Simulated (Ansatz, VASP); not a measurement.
# Two plane-wave programs on GaSb3

File INCAR:

```
SYSTEM = GaSb3
ALGO = Normal ; EDIFF = 1E-6
ENCUT = 520 ; GGA = PS
ISIF = 2 ; ISMEAR = 0
IVDW = 12 ; LASPH = .True.
LCHARG = .False. ; LREAL = .False.
LWAVE = .False. ; NBANDS = 22
NELM = 80 ; PREC = Accurate
SIGMA = 0.15
```

Contents of KPOINTS:

```
k-points
0
Gamma
  12 12 12
  0 0 0
```

POSCAR

```
GaSb3
1.0
    0.0000000000      3.5855047185      3.5855047185
    3.5855047185      0.0000000000      3.5855047185
    3.5855047185      3.5855047185      0.0000000000
Ga Sb
1 3
Direct
   -0.0116162168      0.0116162168      0.0116162168
    0.2500000000      0.2500000000      0.2500000000
    0.7500000000      0.7500000000      0.7500000000
    0.5000000000      0.5000000000      0.5000000000
```

Input for Ansatz:

```yaml
crystal:
  lattice:
    - [0.0, 3.5855047185, 3.5855047185]
    - [3.5855047185, 0.0, 3.5855047185]
    - [3.5855047185, 3.5855047185, 0.0]
  atoms:
    - { symbol: Ga, position: [-0.0116162168, 0.0116162168, 0.0116162168] }
    - { symbol: Sb, position: [0.25, 0.25, 0.25] }
    - { symbol: Sb, position: [0.75, 0.75, 0.75] }
    - { symbol: Sb, position: [0.5, 0.5, 0.5] }
basis:
  ecutwfc: 420
kpoints:
  mp_grid: { grid: [12, 12, 12] }
hamiltonian:
  xc: pbesol
  dispersion: d3bj
scf:
  occupations: { method: gaussian, width: 0.15 }
output:
  forces: true
  stress: true
  eigenvalues: true
```

Alike in both runs: task single point; functional PBEsol; dispersion D3(BJ); k mesh 12 × 12 × 12; occupations gaussian, width 0.15 eV; no spin polarisation.

```csv
,VASP,Ansatz
version,VASP 6.6.1,Ansatz 0.2.0
potentials or method,"VASP PAW PBE potentials, release 64 (Ga_d, Sb), cutoff 520 eV","scalar-relativistic, plane waves, PAW"
valence electrons in the cell,28,58
```

```csv
,VASP,Ansatz,Ansatz less VASP
gap on the k mesh at the Fermi level (eV),none,none,-
pressure (GPa),0.6,0.5,-0.07
rms of the force components (eV/Å),0.061,0.060,-0.0006
```

VASP's potentials were made for PBE, not for PBEsol. Atom by atom the forces differ by 0.001 eV/Å (rms over components). A gap of «none» marks a metal or a gap that the smearing closes. VASP's potentials hold 28 valence electrons a cell and Ansatz's 58, so a difference there can come from the potentials and not from the codes.

Spin-orbit coupling is off throughout.
